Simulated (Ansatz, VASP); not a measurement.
**Ni: VASP beside Ansatz**

The input INCAR:

```
PREC = Accurate
ENCUT = 520
EDIFF = 1E-6
ISMEAR = -1
SIGMA = 0.1
LREAL = F
LASPH = T
NELM = 150
ALGO = Normal
ISIF = 2
LWAVE = F
LCHARG = F
ISPIN = 2
MAGMOM = 2
LORBIT = 11
LMAXMIX = 4
GGA = PE
NBANDS = 15
```

File KPOINTS:

```
regular mesh
0
Gamma
  10 9 9
```

File POSCAR:

```
Ni
1.0
   -0.0259765609      1.7024331166      1.6981702451
    1.7579303117     -0.0847382969      1.7569319812
    1.7170087426      1.7202832668     -0.0438267110
Ni
1
Direct
    0.0000000000      0.0000000000      0.0000000000
```

Input for Ansatz:

```yaml
crystal:
  lattice:
    - [-0.02597656085411225, 1.7024331165757316, 1.698170245136567]
    - [1.7579303117286946, -0.08473829689842612, 1.756931981180881]
    - [1.7170087425738116, 1.7202832667706405, -0.04382671104902105]
  atoms:
    - { symbol: Ni, position: [0.0, 0.0, 0.0], spin: 2.0 }
basis:
  ecutwfc: 540.0
  xc_grid: 2
kpoints:
  mp_grid:
    grid: [10, 9, 9]
hamiltonian:
  xc: pbe
magnetization:
  spin_polarized: true
scf:
  convergence:
    dr2_threshold: 1.0e-09
  occupations:
    method: fermi_dirac
    width: 0.1
output:
  forces: true
  stress: true
```

Alike in both runs: task single point; functional PBE; k mesh 10 × 9 × 9; occupations fermi-dirac, width 0.1 eV; collinear spin.

|  | VASP | Ansatz |
| --- | --- | --- |
| version | VASP 6.6.1 | Ansatz 0.2.0 |
| potentials or method | VASP PAW PBE potentials, release 64 (Ni), cutoff 520 eV | plane waves, PAW |
| valence electrons in the cell | 10 | 18 |

```csv
,VASP,Ansatz,Ansatz less VASP
pressure (GPa),4.0,4.1,+0.14
"traceless stress, the component that is largest in VASP (GPa)",8.22,8.40,+0.182
net moment per atom (μB),0.57,0.59,+0.020
size of the moment on the site where the two differ most (μB),0.58,0.63,+0.049
```

Site moments also hang on the region over which each program counts them. The functional is the same, so the differences come from potentials, cutoffs and numerics. VASP's potentials hold 10 valence electrons a cell and Ansatz's 18, so a difference there can come from the potentials and not from the codes. Ansatz's warnings: stress scf threshold loose.
